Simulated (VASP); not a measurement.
# BaTiO3 (P4mm) in VASP: notebook, part 2 of 2

VASP 6.6.1. The steps go on from the part before.

### Step 3. Single point, PBE

This run uses another cell than the first one, of 13.35 Å³/atom.

Input file INCAR:

```
SYSTEM = BaTiO3
PREC = Accurate
ENCUT = 520
EDIFF = 1E-7
ISMEAR = 0
SIGMA = 0.02
LREAL = .FALSE.
LASPH = .TRUE.
NELM = 100
ALGO = Normal
ISIF = 2
LWAVE = .FALSE.
LCHARG = .FALSE.
GGA = PE
NBANDS = 28
```

Input file KPOINTS:

```
Automatic mesh
0
G
  8 8 8
  0 0 0
```

Input file POSCAR:

```
BaTiO3
1.0
    3.9852569688      0.0000000000      0.0000000000
    0.0000000000      3.9852569688      0.0000000000
    0.0000000000      0.0000000000      4.2022180370
Ba Ti O
1 1 3
Direct
    0.0000000000      0.0000000000     -0.0106979962
    0.5000000000      0.5000000000      0.4720516379
    0.5000000000      0.5000000000      0.0408797547
    0.5000000000      0.0000000000      0.5203833018
    0.0000000000      0.5000000000      0.5203833018
```

Potentials or basis: VASP PAW PBE potentials, release 64 (Ba_sv, Ti_sv, O).

Command:

```bash
$ cat potpaw_PBE.64/Ba_sv/POTCAR potpaw_PBE.64/Ti_sv/POTCAR potpaw_PBE.64/O/POTCAR > POTCAR
$ mpirun -np 1 vasp_std > vasp.out
```

OUTCAR:

```text
SYSTEM = BaTiO3
   PREC = Accurate
   ENCUT = 520
   EDIFF = 1E-7
   ISMEAR = 0
   LREAL = .FALSE.
   LASPH = .TRUE.
   NELM = 100
   ISIF = 2
   GGA = PE

 ion  position               nearest neighbor table
   1  0.000  0.000  0.989-   4 2.80   5 2.80   5 2.80   4 2.80   3 2.83   3 2.83   3 2.83   3 2.83
                             4 2.99   5 2.99   5 2.99   4 2.99   2 3.47   2 3.47   2 3.47   2 3.47
   2  0.500  0.500  0.472-   3 1.81   4 2.00   5 2.00   4 2.00   5 2.00   3 2.39   1 3.47   1 3.47
                             1 3.47   1 3.47   1 3.56   1 3.56   1 3.56   1 3.56
   3  0.500  0.500  0.041-   2 1.81   2 2.39   1 2.83   1 2.83   1 2.83   1 2.83
   4  0.500  0.000  0.520-   2 2.00   2 2.00   1 2.80   1 2.80   1 2.99   1 2.99
   5  0.000  0.500  0.520-   2 2.00   2 2.00   1 2.80   1 2.80   1 2.99   1 2.99

  LATTYP: Found a simple tetragonal cell.
 ALAT       =     3.9852569688
 C/A-ratio  =     1.0544409231

  Lattice vectors:

 A1 = (   3.9852569688,   0.0000000000,   0.0000000000)
 A2 = (   0.0000000000,   3.9852569688,   0.0000000000)
 A3 = (   0.0000000000,   0.0000000000,   4.2022180370)

Analysis of symmetry for initial positions (statically):
=====================================================================
 Subroutine PRICEL returns:
 Original cell was already a primitive cell.

 Routine SETGRP: Setting up the symmetry group for a
 simple tetragonal supercell.

 Subroutine GETGRP returns: Found  8 space group operations
 (whereof  8 operations were pure point group operations)
 out of a pool of 16 trial point group operations.

The static configuration has the point symmetry C_4v.

Analysis of symmetry for dynamics (positions and initial velocities):
=====================================================================
 Subroutine PRICEL returns:
 Original cell was already a primitive cell.

[... 132 lines left out ...]
     AMIX     =   0.40;   BMIX     =  1.00
     AMIX_MAG =   1.60;   BMIX_MAG =  1.00
  volume/ion in A,a.u.               =      13.35        90.08
  Fermi-wavevector in a.u.,A,eV,Ry     =   1.380271  2.608334 25.921119  1.905148
  Thomas-Fermi vector in A             =   2.505164
   LORBIT       =      0    0 simple, 1 ext, 2 COOP (PROOUT), +10 PAW based schemes
   GGA     = PE    functional components
   LHFCALC =     F    Hartree Fock is set to
   AEXX    =    0.0000 exact exchange contribution
   IVDW    =     0    specifies the selected vdW correction
   LEPSILON=     F    determine dielectric tensor
   LRPA    =     F    only Hartree local field effects (RPA)
 non-spin polarized calculation
 Gauss-broadening in eV      SIGMA  =   0.02
  energy-cutoff  :      520.00
  volume of cell :       66.74
 maximum number of plane-waves:      1824
 NGX is ok and might be reduce to    30
   NGX = 15   NGY = 15   NGZ = 15

 number of electron      39.9999983 magnetization

 Free energy of the ion-electron system (eV)
  ---------------------------------------------------
  ext. energy  EPLUGINS =         0.00000000
  ---------------------------------------------------
  free energy    TOTEN  =       -40.04036629 eV

  energy without entropy =      -40.04036629  energy(sigma->0) =      -40.04036629

 E-fermi :   3.8364     XC(G=0): -11.0226

 val. band max:        3.7466079900   @ k =   0.5000   0.5000   0.5000
 cond. band min:       5.5351979494   @ k =   0.0000   0.0000   0.0000
 fundamental gap:      1.7885899593
 Fermi energy:         3.8363670020

 k-point     1 :       0.0000    0.0000    0.0000
  band No.  band energies     occupation
      1     -52.9048      2.00000
      2     -29.2413      2.00000
      3     -29.1020      2.00000
      4     -29.1020      2.00000
      5     -21.4456      2.00000
      6     -13.2706      2.00000
[... 733 lines left out ...]
     27      11.3146      0.00000
     28      12.0791      0.00000

 [... further k-points ...]

------------------------ aborting loop because EDIFF is reached ----------------------------------------

  FORCE on cell =-STRESS in cart. coord.  units (eV):
  Direction    XX          YY          ZZ          XY          YZ          ZX
  --------------------------------------------------------------------------------------
  -------------------------------------------------------------------------------------
  Total        0.6505810      0.6505810      0.6735830      0.0000000     -0.0000000      0.0000000
  in kB       15.6178313     15.6178313     16.1700156      0.0000000     -0.0000000      0.0000000
  external PRESSURE =      15.8018927 kB  Pullay stress =       0.0000000 kB

 VOLUME and BASIS-vectors are now :
 -----------------------------------------------------------------------------
  energy-cutoff  :      520.00
  volume of cell :       66.74
      direct lattice vectors                 reciprocal lattice vectors
     3.985256969  0.000000000  0.000000000     0.250924848  0.000000000  0.000000000
     0.000000000  3.985256969  0.000000000     0.000000000  0.250924848  0.000000000
     0.000000000  0.000000000  4.202218037     0.000000000  0.000000000  0.237969565

 POSITION                                       TOTAL-FORCE (eV/Angst)
 -----------------------------------------------------------------------------------
      0.00000      0.00000      4.15726         0.000000      0.000000      0.047748
      1.99263      1.99263      1.98366        -0.000000     -0.000000      0.083436
      1.99263      1.99263      0.17179        -0.000000     -0.000000     -0.081096
      1.99263      0.00000      2.18676         0.000000      0.000000     -0.025044
      0.00000      1.99263      2.18676        -0.000000      0.000000     -0.025044
 -----------------------------------------------------------------------------------
    total drift:                                0.000000      0.000000      0.000118

  FREE ENERGIE OF THE ION-ELECTRON SYSTEM (eV)
  ---------------------------------------------------
  free  energy   TOTEN  =       -40.0403662888 eV

  energy  without entropy=      -40.0403662888  energy(sigma->0) =      -40.04036629
```

OSZICAR:

```text
N       E                     dE             d eps       ncg     rms          rms(c)
DAV:   1     0.436697404925E+03    0.43670E+03   -0.20831E+04  4200   0.154E+03
DAV:   2    -0.431743200179E+01   -0.44101E+03   -0.41972E+03  4896   0.425E+02
DAV:   3    -0.486418527701E+02   -0.44324E+02   -0.43929E+02  5884   0.133E+02
DAV:   4    -0.506528658238E+02   -0.20110E+01   -0.20068E+01  6400   0.247E+01
DAV:   5    -0.507143377178E+02   -0.61472E-01   -0.61463E-01  5656   0.321E+00    0.233E+01
DAV:   6    -0.403147119970E+02    0.10400E+02   -0.57275E+01  6168   0.674E+01    0.103E+01
DAV:   7    -0.402370309813E+02    0.77681E-01   -0.11774E+01  5728   0.255E+01    0.709E+00
DAV:   8    -0.400405160304E+02    0.19651E+00   -0.62510E-01  5140   0.721E+00    0.374E+00
DAV:   9    -0.400735432094E+02   -0.33027E-01   -0.42773E-01  6212   0.585E+00    0.175E+00
DAV:  10    -0.400444242841E+02    0.29119E-01   -0.15412E-01  5308   0.388E+00    0.570E-01
DAV:  11    -0.400410022030E+02    0.34221E-02   -0.14256E-02  5748   0.101E+00    0.243E-01
DAV:  12    -0.400403431260E+02    0.65908E-03   -0.33688E-03  5204   0.413E-01    0.397E-02
DAV:  13    -0.400403917560E+02   -0.48630E-04   -0.21868E-04  5236   0.116E-01    0.453E-02
DAV:  14    -0.400403647873E+02    0.26969E-04   -0.88503E-05  5068   0.968E-02    0.987E-03
DAV:  15    -0.400403664863E+02   -0.16990E-05   -0.14747E-05  5980   0.281E-02    0.435E-03
DAV:  16    -0.400403665411E+02   -0.54821E-07   -0.14277E-06  5160   0.970E-03    0.408E-03
DAV:  17    -0.400403662593E+02    0.28183E-06   -0.88869E-07  5284   0.896E-03    0.733E-04
DAV:  18    -0.400403662888E+02   -0.29520E-07   -0.63121E-08  3052   0.239E-03
   1 F= -.40040366E+02 E0= -.40040366E+02  d E =-.404950E-13
```

stdout:

```text
POSCAR found type information on POSCAR BaTiO
 POSCAR found :  3 types and       5 ions
 scaLAPACK will be used
 LDA part: xc-table for (Slater+PW92), standard interpolation
 POSCAR, INCAR and KPOINTS ok, starting setup
 FFT: planning ... GRIDC
 FFT: planning ... GRID_SOFT
 FFT: planning ... GRID
 WAVECAR not read
 entering main loop
```

Run time: 2.7 min. Hardware: 1 thread of Intel Xeon 6975P-C (Granite Rapids), shared host; peak memory 0.27 GiB.

Results:

| Quantity | Value |
| --- | --- |
| Free energy | -40.0404 eV |
| Pressure | 1.6 GPa |
| Largest force | 0.083 eV/Å |
| Band gap on the k mesh | 1.79 eV (least direct gap 2.36 eV) |

Forces on the atoms (eV/Å):
```
Ba   0.000  0.000  0.048
Ti   0.000  0.000  0.083
O    0.000  0.000 -0.081
O    0.000  0.000 -0.025
O    0.000  0.000 -0.025
```

Caveat: spin-orbit coupling is left out, which moves the levels of the heavy elements. A k mesh can miss the band edges.

### Step 4. Single point, PBE

This run uses another cell than the first one, of 13.35 Å³/atom.

Input file INCAR:

```
  PREC = Accurate
  ENCUT = 520
  EDIFF = 1E-6
  ISMEAR = 0
  SIGMA = 0.02
  LREAL = False
  LASPH = True
  NELM = 80
  ALGO = Normal
  ISIF = 2
  LWAVE = False
  LCHARG = False
  GGA = PE
  NBANDS = 28
```

Input file KPOINTS:

```
Automatic mesh
0
Gamma
  8 8 8
```

POSCAR is that of step 3.

Command:

```bash
$ cat potpaw_PBE.64/Ba_sv/POTCAR potpaw_PBE.64/Ti_sv/POTCAR potpaw_PBE.64/O/POTCAR > POTCAR
$ mpirun -np 1 vasp_std > vasp.out
```

Wall time 2.7 min (1 thread of Intel Xeon 6975P-C (Granite Rapids), shared host); peak memory 0.27 GiB.

The run converged. Its results:

```yaml
Free_energy: -40.0404 eV
Pressure: 1.6 GPa
Largest_force: 0.083 eV/Å
Band_gap_on_the_k_mesh: 1.79 eV (least direct gap 2.36 eV)
```

Forces on the atoms (eV/Å):
```
Ba   0.000  0.000  0.048
Ti   0.000  0.000  0.083
O    0.000  0.000 -0.081
O    0.000  0.000 -0.025
O    0.000  0.000 -0.025
```

Levels at points of the mesh, in eV from the valence-band top:
```csv
k point,band 16,band 17,band 18,band 19,band 20,band 21,band 22,band 23,band 24,band 25
"(0.00, 0.00, 0.00)",-1.74,-1.33,-0.94,-0.57,-0.57,1.79,2.44,2.44,4.00,4.21
"(0.50, 0.00, 0.00)",-1.99,-1.97,-1.72,-1.59,-1.35,2.51,3.42,3.52,4.07,5.47
"(0.50, 0.50, 0.00)",-2.99,-2.05,-1.17,-1.17,-0.06,3.56,3.56,3.90,4.08,7.42
"(0.00, 0.00, 0.50)",-2.18,-2.07,-2.00,-0.74,-0.74,1.91,3.43,3.43,4.00,5.83
"(0.50, 0.00, 0.50)",-2.62,-1.86,-1.18,-1.10,-0.53,3.44,3.47,3.70,4.77,7.01
"(0.50, 0.50, 0.50)",-2.64,-2.64,-0.46,-0.46,0.00,3.94,3.94,4.06,5.93,6.34
```

Caveat: spin-orbit coupling is left out, which moves the levels of the heavy elements. A k mesh can miss the band edges.

### Step 5. Single point, PBE (13.75 Å³/atom)

This run uses another cell than the first one, of 13.75 Å³/atom.

Input file INCAR:

```
PREC     = Accurate       # precision mode
ENCUT    = 520            # plane-wave cutoff, eV
EDIFF    = 1E-7           # SCF threshold, eV
ISMEAR   = 0              # smearing method
SIGMA    = 0.02           # smearing width, eV
LREAL    = False          # projectors in reciprocal space
LASPH    = True           # aspherical terms in the spheres
NELM     = 100            # most SCF steps
ALGO     = Normal         # electronic algorithm
ISIF     = 2              # what is computed and relaxed
LWAVE    = False          # write WAVECAR
LCHARG   = True           # write CHGCAR
GGA      = PE             # functional
LELF     = True           # ELF
LVHAR    = True         
NBANDS   = 28             # bands
```

KPOINTS is that of step 4.

Input file POSCAR:

```
BaTiO3
1.0
    3.9844328794      0.0000000000      0.0000000000
    0.0000000000      3.9844328794      0.0000000000
    0.0000000000      0.0000000000      4.3300751780
Ba Ti O
1 1 3
Direct
    0.0000000000      0.0000000000     -0.0203583610
    0.5000000000      0.5000000000      0.4656031615
    0.5000000000      0.5000000000      0.0509582862
    0.5000000000      0.0000000000      0.5233984566
    0.0000000000      0.5000000000      0.5233984566
```

Command:

```bash
$ cat potpaw_PBE.64/Ba_sv/POTCAR potpaw_PBE.64/Ti_sv/POTCAR potpaw_PBE.64/O/POTCAR > POTCAR
$ mpirun -np 1 vasp_std > vasp.out
```

Run time: 2.7 min. Hardware: 1 thread of Intel Xeon 6975P-C (Granite Rapids), shared host; peak memory 0.27 GiB.

It converged, with:

- Free energy: -40.0389 eV
- Pressure: -0.6 GPa
- Largest force: 0.100 eV/Å
- Band gap on the k mesh: 1.79 eV (least direct gap 2.43 eV)

Forces in eV/Å, atoms in the order of the input:
```
Ba   0.000  0.000  0.064
Ti   0.000  0.000  0.100
O    0.000  0.000 -0.093
O    0.000  0.000 -0.035
O    0.000  0.000 -0.035
```

Stress tensor (GPa, compression positive):
```
-0.66  0.00  0.00
 0.00 -0.66  0.00
 0.00  0.00 -0.52
```

Levels at points of the mesh, in eV from the valence-band top:
```
           k point  band 16  band 17  band 18  band 19  band 20  band 21  band 22  band 23  band 24  band 25
(0.00, 0.00, 0.00)    -1.99    -1.43    -1.27    -0.64    -0.64     1.79     2.63     2.63     3.94     4.22
(0.50, 0.00, 0.00)    -2.02    -2.00    -1.87    -1.73    -1.62     2.66     3.34     3.47     4.03     5.23
(0.50, 0.50, 0.00)    -3.12    -2.21    -1.22    -1.22    -0.05     3.51     3.51     3.72     3.85     7.24
(0.00, 0.00, 0.50)    -2.30    -2.14    -2.01    -0.75    -0.75     1.89     3.37     3.37     3.99     5.68
(0.50, 0.00, 0.50)    -2.55    -1.94    -1.34    -1.20    -0.70     3.38     3.40     3.54     4.69     6.59
(0.50, 0.50, 0.50)    -2.73    -2.73    -0.67    -0.67     0.00     3.79     3.79     3.95     5.57     6.16
```

Caveat: spin-orbit coupling is left out, which moves the levels of the heavy elements. A k mesh can miss the band edges.

### Step 6. Single point, PBE (14.15 Å³/atom)

This run uses another cell than the first one, of 14.15 Å³/atom.

Input file INCAR:

```
  PREC = Accurate
  ENCUT = 520
  EDIFF = 1E-7
  ISMEAR = 0
  SIGMA = 0.02
  LREAL = False
  LASPH = True
  NELM = 80
  ALGO = Normal
  ISIF = 2
  LWAVE = False
  LCHARG = False
  GGA = PE
  NBANDS = 28
```

Input file KPOINTS:

```
regular mesh
0
Gamma
  8 8 8
```

Input file POSCAR:

```
BaTiO3
1.0
    3.9684658968      0.0000000000      0.0000000000
    0.0000000000      3.9684658968      0.0000000000
    0.0000000000      0.0000000000      4.4921246883
Ba Ti O
1 1 3
Direct
    0.0000000000      0.0000000000     -0.0349314132
    0.5000000000      0.5000000000      0.4595549415
    0.5000000000      0.5000000000      0.0624371815
    0.5000000000      0.0000000000      0.5279696451
    0.0000000000      0.5000000000      0.5279696451
```

Potentials or basis: VASP PAW PBE potentials, release 64 (Ba_sv, Ti_sv, O).

Command:

```bash
$ cat potpaw_PBE.64/Ba_sv/POTCAR potpaw_PBE.64/Ti_sv/POTCAR potpaw_PBE.64/O/POTCAR > POTCAR
$ mpirun -np 1 vasp_std > vasp.out
```

It took 3.5 min on 1 thread of Intel Xeon 6975P-C (Granite Rapids), shared host; peak memory 0.28 GiB.

The run converged. Its results:

* Free energy: -40.0130 eV
* Pressure: -1.7 GPa
* Largest force: 0.094 eV/Å
* Band gap on the k mesh: 1.81 eV (least direct gap 2.51 eV)

Forces on the atoms (eV/Å):
```
Ba   0.000  0.000  0.090
Ti   0.000  0.000  0.094
O    0.000  0.000 -0.092
O    0.000  0.000 -0.046
O    0.000  0.000 -0.046
```

Stress tensor (GPa, compression positive):
```
-1.79  0.00  0.00
 0.00 -1.79  0.00
 0.00  0.00 -1.64
```

Levels at points of the mesh, in eV from the valence-band top:
| k point | band 17 | band 18 | band 19 | band 20 | band 21 | band 22 | band 23 | band 24 |
| --- | --- | --- | --- | --- | --- | --- | --- | --- |
| (0.00, 0.00, 0.00) | -1.64 | -1.58 | -0.71 | -0.71 | 1.81 | 2.86 | 2.86 | 3.83 |
| (0.50, 0.00, 0.00) | -2.08 | -2.04 | -1.93 | -1.73 | 2.84 | 3.27 | 3.41 | 3.98 |
| (0.50, 0.50, 0.00) | -2.39 | -1.22 | -1.22 | -0.03 | 3.34 | 3.46 | 3.46 | 3.83 |
| (0.00, 0.00, 0.50) | -2.24 | -2.05 | -0.74 | -0.74 | 1.88 | 3.37 | 3.37 | 4.02 |
| (0.50, 0.00, 0.50) | -2.03 | -1.52 | -1.31 | -0.87 | 3.36 | 3.37 | 3.38 | 4.66 |
| (0.50, 0.50, 0.50) | -2.81 | -0.91 | -0.91 | 0.00 | 3.65 | 3.65 | 3.86 | 5.17 |

Caveat: spin-orbit coupling is left out, which moves the levels of the heavy elements.

### Step 7. Overview

| cell | gap on the mesh (eV) | pressure (GPa) | largest force (eV/Å) |
| --- | --- | --- | --- |
| a = 3.973, b = 3.973, c = 4.101 Å, 5 atoms, atomic positions A | 1.80 | 4.9 | 0.07 |
| a = 3.985, b = 3.985, c = 4.202 Å, 5 atoms, atomic positions B | 1.79 | 1.6 | 0.08 |
| a = 3.984, b = 3.984, c = 4.330 Å, 5 atoms, atomic positions C | 1.79 | -0.6 | 0.10 |
| a = 3.968, b = 3.968, c = 4.492 Å, 5 atoms, atomic positions D | 1.81 | -1.7 | 0.09 |

Alike in all rows: task single point; level PBE; potentials or basis VASP PAW PBE potentials, release 64 (Ba_sv, Ti_sv, O); no spin polarisation; k mesh 8 × 8 × 8; cutoff (eV) 520; smearing gaussian 0.02 eV.

Caveats: spin-orbit coupling is left out, which moves the levels of the heavy elements; the cell stands under pressure (at least some runs).

Absolute energies hang on the potentials; compare differences alone.
